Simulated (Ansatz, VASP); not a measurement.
# Cr in VASP and in Ansatz

```
Cr
1.0
     2.71400    0.00000    0.00000
     0.00000    4.70079    0.00000
     1.35700    2.35039    4.41000
Cr
4
Direct
  0.87500 0.20833 0.25000
  0.37500 0.70833 0.25000
  0.12500 0.79167 0.75000
  0.62500 0.29167 0.75000
```

Alike in both runs: task single point; functional PBE; k mesh 10 × 10 × 10; occupations fermi-dirac, width 0.05 eV; collinear spin.

|  | VASP | Ansatz |
| --- | --- | --- |
| version | VASP 6.6.1 | Ansatz 0.2.0 |
| potentials or method | VASP PAW PBE potentials, release 64 (Cr_pv) | PAW with Ansatz's default frozen-core files, scalar-relativistic |
| plane-wave cutoff (eV) | 520 | 420 |
| valence electrons in the cell | 48 | 56 |

|  | VASP | Ansatz | Ansatz less VASP |
| --- | --- | --- | --- |
| pressure (GPa) | -12.4 | -13.3 | -0.87 |
| traceless stress, the component that is largest in VASP (GPa) | -10.72 | -9.92 | +0.801 |
| net moment per atom (μB) | 0.00 | 0.00 | 0.000 |
| size of the moment on the site where the two differ most (μB) | 2.06 | 1.95 | -0.114 |

Site moments also hang on the region over which each program counts them. VASP's potentials hold 48 valence electrons a cell and Ansatz's 56, so a difference there can come from the potentials and not from the codes.
